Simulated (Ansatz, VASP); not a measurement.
# PtSe2: VASP beside Ansatz

POSCAR

```
PtSe2
1.0
    3.7003126210      0.0000000000      0.0000000000
   -1.8501563105      3.2291059368      0.0000000000
    0.0000000000      0.0000000000      5.2771566385
Pt Se
1 2
Direct
    0.0000000000      0.0000000000      0.0000000000
    0.3326801524      0.6653603047      0.2474448098
    0.6673198476      0.3346396953      0.7525551902
```

INCAR.step1

```
SYSTEM = PtSe2
ALGO     = Normal         ! electronic algorithm
EDIFF    = 1E-4           ! SCF threshold, eV
ENCUT    = 520            ! plane-wave cutoff, eV
GGA      = PE             ! functional
ISMEAR   = -1             ! smearing method
LASPH    = .TRUE.         ! aspherical terms in the spheres
LCHARG   = .FALSE.        ! write CHGCAR
LREAL    = .FALSE.        ! projectors in reciprocal space
LWAVE    = .TRUE.         ! write WAVECAR
NBANDS   = 18             ! bands
NELM     = 100            ! most SCF steps
PREC     = Accurate       ! precision mode
SIGMA    = 0.02           ! smearing width, eV
```

INCAR.step2

```
SYSTEM = PtSe2
ALGO     = Normal         ! electronic algorithm
EDIFF    = 1E-6           ! SCF threshold, eV
ENCUT    = 520            ! plane-wave cutoff, eV
ISIF     = 2              ! what is computed and relaxed
ISMEAR   = -1             ! smearing method
ISTART   = 1            
LASPH    = .TRUE.         ! aspherical terms in the spheres
LCHARG   = .FALSE.        ! write CHGCAR
LMIXTAU  = .TRUE.       
LREAL    = .FALSE.        ! projectors in reciprocal space
LWAVE    = .FALSE.        ! write WAVECAR
METAGGA  = R2SCAN         ! meta-GGA
NBANDS   = 18             ! bands
NELM     = 100            ! most SCF steps
PREC     = Accurate       ! precision mode
SIGMA    = 0.02           ! smearing width, eV
```

KPOINTS

```
k-points
0
G
  12 12 6
  0 0 0
```

Input for Ansatz:

```yaml
crystal:
  lattice:
    - [3.700312621, 0.0, 0.0]
    - [-1.8501563105, 3.2291059368, 0.0]
    - [0.0, 0.0, 5.2771566385]
  atoms:
    - { symbol: Pt, position: [0.0, 0.0, 0.0] }
    - { symbol: Se, position: [0.3326801524, 0.6653603047, 0.2474448098] }
    - { symbol: Se, position: [0.6673198476, 0.3346396953, 0.7525551902] }
kpoints:
  mp_grid: { grid: [12, 12, 6] }
  band_path:
    path:
      - [0.0, 0.0, 0.0]
      - [0.5, 0.0, 0.0]
      - [0.3333333333, 0.3333333333, 0.0]
      - [0.0, 0.0, 0.5]
      - [0.5, 0.0, 0.5]
      - [0.3333333333, 0.3333333333, 0.5]
      - [0.3, 0.3, 0.0]
      - [0.0, 0.25, 0.3333333333]
    npoints: 1
hamiltonian:
  xc: r2scan
scf:
  occupations: { method: fermi_dirac, width: 0.02 }
  n_extra_bands: 4
output:
  forces: true
  stress: true
  eigenvalues: true
```

Change from the starting cell: uniaxial_x strain -0.8%.

Alike in both runs: task single point; functional r2SCAN; k mesh 12 × 12 × 6; occupations fermi-dirac, width 0.02 eV; no spin polarisation.

```csv
,VASP,Ansatz
version,VASP 6.6.1,Ansatz 0.2.0
potentials or method,"VASP PAW PBE potentials, release 64 (Pt, Se)","plane waves, PAW"
plane-wave cutoff (eV),520,500
valence electrons in the cell,22,50
```

|  | VASP | Ansatz | Ansatz less VASP |
| --- | --- | --- | --- |
| pressure (GPa) | 2.1 | 2.0 | -0.08 |
| traceless stress, the component that is largest in VASP (GPa) | 0.70 | 0.68 | -0.023 |
| rms of the force components (eV/Å) | 0.009 | 0.015 | +0.0065 |

VASP's potentials were made for PBE, not for r2SCAN. Atom by atom the forces differ by 0.007 eV/Å (rms over components). VASP's potentials hold 22 valence electrons a cell and Ansatz's 50, so a difference there can come from the potentials and not from the codes.

Spin-orbit coupling is off throughout.
